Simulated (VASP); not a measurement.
# Ca2AlO (P-4m2) in VASP: further runs, part 2 of 2

VASP 6.6.1.

## (5) Relaxation of cell and atoms, PBE

Contents of INCAR:

```
  PREC = Accurate
  ENCUT = 600
  EDIFF = 1E-6
  ISMEAR = 0
  SIGMA = 0.1
  LREAL = False
  LASPH = True
  NELM = 80
  ALGO = Normal
  ISIF = 3
  LWAVE = False
  LCHARG = False
  GGA = PE
  IBRION = 2
  NSW = 90
  EDIFFG = -0.04
```

Contents of KPOINTS:

```
Automatic mesh
0
Gamma
  4 4 4
```

Contents of POSCAR:

```
Ca2AlO
1.0
    3.8737609300      0.0000000000      0.0000000000
    0.0000000000      3.8737609300      0.0000000000
    0.0000000000      0.0000000000      5.4243657700
Ca Al O
2 1 1
Direct
    0.0000000000      0.5000000000      0.2249435300
    0.5000000000      0.0000000000      0.7750564700
    0.0000000000      0.0000000000      0.0000000000
    0.5000000000      0.5000000000      0.5000000000
```

Command:

```bash
> cat potpaw_PBE.64/Ca_sv/POTCAR potpaw_PBE.64/Al/POTCAR potpaw_PBE.64/O/POTCAR > POTCAR
> mpirun -np 1 vasp_std > vasp.out
```

It took 4.7 min on 1 thread of AMD EPYC 9R45 (Zen 5), shared host; peak memory 0.21 GiB.

Results (log left out):

```
Free energy                           : -17.1646 eV
Relaxed volume                        : 25.13 Å³/atom
Relaxed cell                          : a = 3.582 Å, b = 3.582 Å, c = 7.832 Å, α = 90.00°, β = 90.00°, γ = 90.00°
Space group after relaxing (to 0.1 Å) : P-4m2 (No. 115)
Energy gained by relaxing             : 1863.8 meV/atom
Ionic steps                           : 23
Pressure after relaxing               : 0.0 GPa
Largest force after relaxing          : 0.015 eV/Å
Band gap on the k mesh                : zero (an odd number of electrons rules out a gap without spin polarisation)
```

Forces in eV/Å, atoms in the order of the input:
```
Ca   0.000  0.000 -0.015
Ca   0.000  0.000  0.015
Al   0.000  0.000  0.000
O    0.000  0.000  0.000
```

Step by step:
```csv
step,energy change (eV),largest force (eV/Å),pressure (GPa),volume (Å³)
1,0.0000,7.8489,23.16,81.40
2,-5.3858,2.4267,-2.73,121.20
3,-5.5033,2.0313,-4.27,128.93
4,-6.4735,1.4666,-2.54,117.37
5,-7.0049,0.2682,1.79,105.65
6,-7.0107,0.0319,3.00,103.58
7,-7.0127,0.0619,2.63,104.19
8,-7.1688,0.4604,0.95,109.42
9,-7.1807,0.6483,0.27,111.92
10,-7.2352,0.4238,-0.87,113.52
11,-7.2622,0.1629,-2.13,115.33
12,-7.2932,0.1373,-2.02,113.99
13,-7.3718,0.0260,-1.68,109.95
14,-7.4291,0.4586,-0.95,101.86
15,-7.4314,0.2912,-1.17,104.00
16,-7.4322,0.3266,-1.12,103.52
17,-7.4475,0.1127,-0.07,101.60
18,-7.4483,0.0511,0.23,101.08
19,-7.4522,0.0047,0.10,101.20
20,-7.4540,0.0647,-0.10,101.37
21,-7.4541,0.0577,-0.09,101.35
22,-7.4546,0.0471,-0.07,101.14
23,-7.4554,0.0155,0.00,100.52
```

Final structure:
```
Ca Al O
1.0
     3.58250    0.00000    0.00000
     0.00000    3.58250    0.00000
     0.00000    0.00000    7.83233
Ca Al O
2 1 1
Cartesian
  0.0000 1.7912 2.5872
  1.7912 0.0000 5.2452
  0.0000 0.0000 0.0000
  1.7912 1.7912 3.9162
```

Levels at points of the mesh, in eV from the Fermi level:
```tsv
k point	band 11	band 12	band 13	band 14	band 15	band 16	band 17	band 18
(0.00, 0.00, 0.00)	-4.73	-3.86	-3.86	-1.69	-0.80	1.64	3.42	3.42
(0.50, 0.00, 0.00)	-4.09	-4.03	-3.85	-2.10	-0.67	1.28	1.72	3.34
(0.50, 0.50, 0.00)	-4.38	-3.45	-2.52	-0.42	-0.42	0.64	1.21	1.62
(0.00, 0.00, 0.50)	-4.52	-3.86	-3.86	-2.56	0.62	0.98	3.31	3.31
(0.50, 0.00, 0.50)	-4.15	-4.05	-3.85	-2.03	-0.57	1.21	1.35	3.15
(0.50, 0.50, 0.50)	-4.37	-3.46	-2.51	-0.51	-0.51	0.43	1.51	1.61
```

Caveat: the k points lie up to 0.44 Å⁻¹ apart in the final cell, too coarse for converged energies and pressures of a metal; the volume moved by over 15 % at a fixed basis, so the end points are rough; an odd number of electrons without spin polarisation forces a metal; a magnetic or distorted state may lie lower.

## (6) Relaxation of cell and atoms, PBE

This run uses another cell than the first one, of 25.26 Å³/atom.

Contents of INCAR:

```
SYSTEM = Ca2AlO
  ALGO = Normal
  EDIFF = 1E-6
  EDIFFG = -0.04
  ENCUT = 600
  GGA = PE
  IBRION = 2
  ISIF = 3
  ISMEAR = 0
  LASPH = .True.
  LCHARG = .False.
  LREAL = .False.
  LWAVE = .False.
  NELM = 100
  NSW = 90
  PREC = Accurate
  SIGMA = 0.1
```

Contents of KPOINTS:

```
k-points
0
Gamma
  6 6 2
  0 0 0
```

Contents of POSCAR:

```
Ca2AlO
1.0
    3.5234397042      0.0000000000      0.0000000000
    0.0000000000      3.5234397042      0.0000000000
    0.0000000000      0.0000000000      8.1395691978
Ca Al O
2 1 1
Direct
    0.0000000000      0.5000000000      0.3305101882
    0.5000000000      0.0000000000      0.6694898118
    0.0000000000      0.0000000000      0.0000000000
    0.5000000000      0.5000000000      0.5000000000
```

Potentials or basis: VASP PAW PBE potentials, release 64 (Ca_sv, Al, O).

Command:

```bash
> cat potpaw_PBE.64/Ca_sv/POTCAR potpaw_PBE.64/Al/POTCAR potpaw_PBE.64/O/POTCAR > POTCAR
> mpirun -np 1 vasp_std > vasp.out
```

Run time: 68 s. Hardware: 1 thread of AMD EPYC 9R45 (Zen 5), shared host; peak memory 0.22 GiB.

The run converged. Its results:

| Item | Value |
| --- | --- |
| Free energy | -17.3435 eV |
| Relaxed volume | 25.28 Å³/atom |
| Relaxed cell | a = 3.553 Å, b = 3.553 Å, c = 8.011 Å, α = 90.00°, β = 90.00°, γ = 90.00° |
| Space group after relaxing (to 0.1 Å) | P-4m2 (No. 115) |
| Energy gained by relaxing | 2.7 meV/atom |
| Ionic steps | 5 |
| Pressure after relaxing | 0.1 GPa |
| Largest force after relaxing | 0.007 eV/Å |
| Band gap on the k mesh | zero (an odd number of electrons rules out a gap without spin polarisation) |

Forces in eV/Å, atoms in the order of the input:
```
Ca   0.000  0.000  0.007
Ca   0.000  0.000 -0.007
Al   0.000  0.000  0.000
O    0.000  0.000  0.000
```

The path:
| step | energy change (eV) | largest force (eV/Å) | pressure (GPa) | volume (Å³) |
| --- | --- | --- | --- | --- |
| 1 | 0.0000 | 0.2087 | 0.11 | 101.05 |
| 2 | -0.0079 | 0.0868 | -0.03 | 101.29 |
| 3 | -0.0106 | 0.0287 | -0.14 | 101.51 |
| 4 | -0.0106 | 0.0373 | -0.15 | 101.53 |
| 5 | -0.0109 | 0.0071 | 0.08 | 101.12 |

Final structure:
```
Ca Al O
1.0
     3.55274    0.00000    0.00000
     0.00000    3.55274    0.00000
     0.00000    0.00000    8.01146
Ca Al O
2 1 1
Cartesian
  0.0000 1.7764 2.6292
  1.7764 3.5527 5.3822
  0.0000 3.5527 0.0000
  1.7764 1.7764 4.0057
```

Levels at points of the mesh, in eV from the Fermi level:
| k point | band 13 | band 14 | band 15 | band 16 | band 17 | band 18 |
| --- | --- | --- | --- | --- | --- | --- |
| (0.00, 0.00, 0.00) | -3.54 | -1.50 | -0.61 | 1.77 | 2.52 | 3.86 |
| (0.50, 0.00, 0.00) | -3.51 | -1.67 | -0.40 | 1.50 | 1.91 | 3.52 |
| (0.50, 0.50, 0.00) | -2.07 | 0.03 | 0.03 | 0.94 | 1.48 | 2.02 |
| (0.00, 0.00, 0.50) | -3.54 | -2.33 | 0.72 | 1.12 | 2.77 | 3.75 |
| (0.50, 0.00, 0.50) | -3.51 | -1.61 | -0.31 | 1.43 | 1.58 | 3.41 |
| (0.50, 0.50, 0.50) | -2.05 | -0.07 | -0.07 | 0.69 | 1.82 | 2.01 |

Caveat: the k points lie up to 0.39 Å⁻¹ apart in the final cell, too coarse for converged energies and pressures of a metal; an odd number of electrons without spin polarisation forces a metal; a magnetic or distorted state may lie lower.

## (7) Summary

```tsv
task	cell	k mesh	cutoff (eV)	gap on the mesh (eV)	pressure (GPa)	relaxed volume (Å³/atom)	largest force (eV/Å)
single point	a = 3.874, b = 3.874, c = 5.424 Å, 4 atoms, atomic positions A	4 × 4 × 4	520	none	23.2	-	7.85
single point	a = 3.523, b = 3.523, c = 8.140 Å, 4 atoms, atomic positions B	4 × 4 × 4	520	none	0.3	-	0.06
single point	a = 3.553, b = 3.553, c = 8.006 Å, 4 atoms, atomic positions C	6 × 6 × 2	520	none	0.2	-	0.05
relaxation of cell and atoms	relaxed from a = 3.874, b = 3.874, c = 5.424 Å, 4 atoms, atomic positions A	4 × 4 × 4	600	none	0.0	25.13	0.02
relaxation of cell and atoms	relaxed from a = 3.523, b = 3.523, c = 8.140 Å, 4 atoms, atomic positions B	6 × 6 × 2	600	none	0.1	25.28	0.01
```

Alike in all rows: level PBE; potentials or basis VASP PAW PBE potentials, release 64 (Ca_sv, Al, O); no spin polarisation; smearing gaussian 0.1 eV.

Caveats: all runs use coarse meshes; an odd number of electrons without spin polarisation forces a metal; a magnetic or distorted state may lie lower; the volume moved by over 15 % at a fixed basis, so the end points are rough (at least some runs).

Total energies depend on the potentials used, so only differences within one code and one set of settings carry meaning.
